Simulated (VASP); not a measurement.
Runs of VASP 6.6.1 on Cd. The structure is that of space group P6_3/mmc (No. 194), or close to it. The cells are those of the table. 

```tsv
potentials or basis	cell	cutoff (eV)	gap on the mesh (eV)	pressure (GPa)
VASP PAW PBE potentials, release 64 (Cd)	a = 2.830, b = 2.830, c = 5.899 Å, angles 90.0, 90.0, 120.0°, 2 atoms	500	none	10.5
VASP PAW PBE potentials, release 64 (Cd)	a = 2.979, b = 2.979, c = 5.758 Å, angles 90.0, 90.0, 120.0°, 2 atoms	500	none	(a)
VASP PAW PBE potentials, release 64 (Cd)	a = 2.904, b = 2.904, c = 5.337 Å, angles 90.0, 90.0, 120.0°, 2 atoms	500	none	(b)
VASP PAW PBE potentials, release 64 (Cd)	a = 2.904, b = 2.904, c = 5.899 Å, angles 90.0, 90.0, 120.0°, 2 atoms	500	none	(c)
VASP PAW PBE potentials, release 64 (Cd)	a = 2.904, b = 2.904, c = 5.618 Å, angles 90.0, 90.0, 120.0°, 2 atoms	500	none	7.5
VASP PAW PBE potentials, release 64 (Cd)	a = 3.053, b = 3.053, c = 5.337 Å, angles 90.0, 90.0, 120.0°, 2 atoms	500	none	2.7
VASP PAW PBE potentials, release 64 (Cd_sv_GW)	a = 2.830, b = 2.830, c = 5.477 Å, angles 90.0, 90.0, 120.0°, 2 atoms	630	none	14.7
VASP PAW PBE potentials, release 64 (Cd)	a = 2.979, b = 2.979, c = 5.899 Å, angles 90.0, 90.0, 120.0°, 2 atoms	500	none	1.2
```

Alike in all rows: task single point; level PBE; no spin polarisation; k mesh 18 × 18 × 8; smearing gaussian 0.15 eV.

Question: Fill in the values left out.

Answer: (a) 2.1; (b) 11.2; (c) 5.1.

Caveats: the cell stands under pressure (at least some runs); the stress differs along the axes, from 3 to 14 GPa (at least some runs); the stress differs along the axes, from 1 to 7 GPa (at least some runs); the stress differs along the axes, from 10 to 17 GPa (at least some runs).

A k mesh can miss the band edges, and the runs leave out spin-orbit coupling on Cd.

A gap of «none» marks levels without a gap at the run's occupations.

The runs don't all hold the same shells in valence.
